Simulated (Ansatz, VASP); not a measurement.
# One calculation of TaF3, two programs

```
Ta F
1.0
     3.90120    0.00000    0.00000
     0.00000    3.90120    0.00000
     0.00000    0.00000    4.03774
Ta F
1 3
Direct
  0.00000 0.00000 0.00000
  0.50000 0.00000 0.00000
  0.00000 0.50000 0.00000
  0.00000 0.00000 0.50000
```

Change from the starting cell: strain +0.0350 x Voigt [0, 0, 1, 0, 0, 0], atoms carried along.

Alike in both runs: task single point; functional PBEsol; k mesh 12 × 12 × 12; occupations gaussian, width 0.15 eV; no spin polarisation.

|  | VASP | Ansatz |
| --- | --- | --- |
| version | VASP 6.6.1 | Ansatz 0.2.0 |
| potentials or method | VASP PAW PBE potentials, release 64 (Ta_pv, F), cutoff 520 eV | scalar-relativistic, plane waves, PAW |
| valence electrons in the cell | 32 | 34 |

VASP gave:

* gap on the k mesh at the Fermi level (eV): none
* pressure (GPa): 14.7
* traceless stress, the component that is largest in VASP (GPa): -8.40

Problem. Which values does Ansatz return?

Solution. gap on the k mesh at the Fermi level (eV): none; pressure (GPa): 14.4; traceless stress, the component that is largest in VASP (GPa): -8.24.

VASP's potentials were made for PBE, not for PBEsol. A gap of «none» marks a metal or a gap that the smearing closes. VASP's potentials hold 32 valence electrons a cell and Ansatz's 34, so a difference there can come from the potentials and not from the codes.

Spin-orbit coupling is off throughout.
